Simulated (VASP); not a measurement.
Input of a VASP 6.6.1 run:

The input INCAR:

```
PREC = Accurate
ENCUT = 520
EDIFF = 1E-6
ISMEAR = -1
SIGMA = 0.1
LREAL = F
LASPH = T
NELM = 80
ALGO = Normal
ISIF = 2
LWAVE = F
LCHARG = F
GGA = RE
NBANDS = 17
```

KPOINTS

```
Automatic mesh
0
Gamma
  21 21 11
```

Contents of POSCAR:

```
Pd
1.0
    2.6791912557      0.0000000000      0.0000000000
   -1.3395956279      2.3202476891      0.0000000000
    0.0000000000      0.0000000000      4.4611535649
Pd
2
Direct
    0.3333333333      0.6666666667      0.2500000000
    0.6666666667      0.3333333333      0.7500000000
```

Potentials or basis: VASP PAW PBE potentials, release 64 (Pd).

Launch:

```console
$ cat potpaw_PBE.64/Pd/POTCAR > POTCAR
$ mpirun -np 1 vasp_std > vasp.out
```

What does it give for the band gap on the k mesh?

Zero (band 10 reaches 11.18 eV, above the bottom of band 11 at 10.25 eV).

Estimate the pressure.

26.7 GPa.

Stress tensor (GPa, compression positive):
```
26.92  0.00  0.00
 0.00 26.92  0.00
 0.00  0.00 26.38
```

Caveat: the PAW data sets were made with another functional, which shifts forces and pressure a little.
